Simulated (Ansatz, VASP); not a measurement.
**Two plane-wave programs on MnO**

Contents of INCAR:

```
SYSTEM = MnO
ALGO = Normal
EDIFF = 1E-7
ENCUT = 520
GGA = PE
ISIF = 2
ISMEAR = 0
ISPIN = 2
LASPH = .True.
LCHARG = .False.
LMAXMIX = 4
LORBIT = 11
LREAL = .False.
LWAVE = .False.
MAGMOM = 4.44 0.25
NBANDS = 20
NELM = 150
PREC = Accurate
SIGMA = 0.1
```

Contents of KPOINTS:

```
k-points
0
Gamma
  16 16 16
  0 0 0
```

Contents of POSCAR:

```
MnO
1.0
    0.0000000000      2.1525852642      2.1525852642
    2.1525852642      0.0000000000      2.1525852642
    2.1525852642      2.1525852642      0.0000000000
Mn O
1 1
Direct
    0.0000000000      0.0000000000      0.0000000000
    0.5000000000      0.5000000000      0.5000000000
```

Input for Ansatz:

```yaml
crystal:
  lattice:
    - [0.0, 2.1525852642, 2.1525852642]
    - [2.1525852642, 0.0, 2.1525852642]
    - [2.1525852642, 2.1525852642, 0.0]
  atoms:
    - { symbol: Mn, position: [0.0, 0.0, 0.0], spin: 4.44 }
    - { symbol: O, position: [0.5, 0.5, 0.5], spin: 0.25 }
basis:
  ecutwfc: 420
kpoints:
  mp_grid: { grid: [16, 16, 16] }
hamiltonian:
  xc: pbe
scf:
  occupations: { method: gaussian, width: 0.1 }
output:
  forces: true
  stress: true
  eigenvalues: true
  populations: true
  write_density: true
  write_potential: true
  elf: true
  volumetric_format: npy
magnetization:
  spin_polarized: true
```

Alike in both runs: task single point; functional PBE; k mesh 16 × 16 × 16; occupations gaussian, width 0.1 eV; collinear spin.

|  | VASP | Ansatz |
| --- | --- | --- |
| version | VASP 6.6.1 | Ansatz 0.2.0 |
| potentials or method | VASP PAW PBE potentials, release 64 (Mn_pv, O), cutoff 520 eV | scalar-relativistic, plane waves, PAW |
| valence electrons in the cell | 19 | 21 |

Ansatz gave:

| Quantity | Value |
| --- | --- |
| gap on the k mesh at the Fermi level (eV) | none |
| pressure (GPa) | 11.8 |
| net moment per atom (μB) | 2.24 |
| size of the moment on the site where the two differ most (μB) | 3.79 |

Estimate VASP's values.

gap on the k mesh at the Fermi level (eV): none; pressure (GPa): 12.3; net moment per atom (μB): 2.24; size of the moment on the site where the two differ most (μB): 4.10.

Site moments also hang on the region over which each program counts them. A gap of «none» marks a metal or a gap that the smearing closes. VASP's potentials hold 19 valence electrons a cell and Ansatz's 21, so a difference there can come from the potentials and not from the codes.
